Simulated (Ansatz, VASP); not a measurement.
**Two plane-wave programs on InP**

```
In P
1.0
     0.00000    2.97984    2.97984
     2.97984    0.00000    2.97984
     2.97984    2.97984    0.00000
In P
1 1
Direct
  0.00000 0.00000 0.00000
  0.25000 0.25000 0.25000
```

Alike in both runs: functional PBE; k mesh 10 × 10 × 10; occupations gaussian, width 0.02 eV; no spin polarisation.

Ansatz relaxed the structure, and its values are those at the end. VASP's run is a single point on that final structure, the one shown.

|  | VASP | Ansatz |
| --- | --- | --- |
| version | VASP 6.6.1 | Ansatz 0.2.0 |
| potentials or method | VASP PAW PBE potentials, release 64 (In_d, P), cutoff 500 eV | scalar-relativistic, plane waves, PAW |
| valence electrons in the cell | 18 | 18 |

|  | VASP | Ansatz | Ansatz less VASP |
| --- | --- | --- | --- |
| gap on the k mesh at the Fermi level (eV) | 0.44 | 0.44 | +0.003 |
| least direct gap on the mesh (eV) | 0.44 | 0.44 | +0.003 |
| pressure (GPa) | -0.1 | 0.0 | +0.05 |

With one functional, cell and mesh, what is left measures potentials, basis and numerics.
